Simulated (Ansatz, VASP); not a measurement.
## Au in VASP and in Ansatz

File INCAR:

```
SYSTEM = Au
  PREC = Accurate
  ENCUT = 500
  EDIFF = 1E-6
  ISMEAR = -1
  SIGMA = 0.05
  LREAL = .False.
  LASPH = .True.
  NELM = 120
  ALGO = Normal
  ISIF = 2
  LWAVE = .False.
  LCHARG = .False.
  GGA = PS
  NBANDS = 18
  GGA_COMPAT = .False.
```

The input KPOINTS:

```
Automatic mesh
0
Gamma
  10 10 10
  0 0 0
```

Contents of POSCAR:

```
Au
1.0
    0.0000000000      3.0803033950      3.0803033950
    3.0803033950      0.0000000000      3.0803033950
    3.0803033950      3.0803033950      0.0000000000
Au
2
Direct
    0.0000000000      0.0000000000      0.0000000000
    0.2500000000      0.2500000000      0.2500000000
```

Input for Ansatz:

```yaml
crystal:
  lattice:
    - [0.0, 3.080303395, 3.080303395]
    - [3.080303395, 0.0, 3.080303395]
    - [3.080303395, 3.080303395, 0.0]
  atoms:
    - { symbol: Au, position: [0.0, 0.0, 0.0] }
    - { symbol: Au, position: [0.25, 0.25, 0.25] }
kpoints:
  mp_grid: { grid: [10, 10, 10] }
  band_path:
    path:
      - [0.0, 0.0, 0.0]
      - [0.5, 0.0, 0.5]
      - [0.625, 0.25, 0.625]
      - [0.375, 0.375, 0.75]
      - [0.0, 0.0, 0.0]
      - [0.5, 0.5, 0.5]
      - [0.5, 0.25, 0.75]
      - [0.5, 0.0, 0.5]
    npoints: 5
scf:
  occupations: { method: fermi_dirac, width: 0.05 }
hamiltonian:
  xc: pbesol
  pseudopotentials: { kind: all_electron, lapw: { basis_error: 0.0005 } }
output:
  forces: true
  stress: true
  eigenvalues: true
```

Alike in both runs: task single point; functional PBEsol; k mesh 10 × 10 × 10; occupations fermi-dirac, width 0.05 eV; no spin polarisation.

```csv
,VASP,Ansatz
version,VASP 6.6.1,Ansatz 0.2.0
potentials or method,"VASP PAW PBE potentials, release 64 (Au), cutoff 500 eV","all-electron LAPW, scalar-relativistic"
```

|  | VASP | Ansatz | Ansatz less VASP |
| --- | --- | --- | --- |
| pressure (GPa) | -3.9 | -3.8 | +0.07 |

VASP's potentials were made for PBE, not for PBEsol. Ansatz ran all-electron here, and VASP with PAW potentials.

Neither program's run includes spin-orbit coupling.
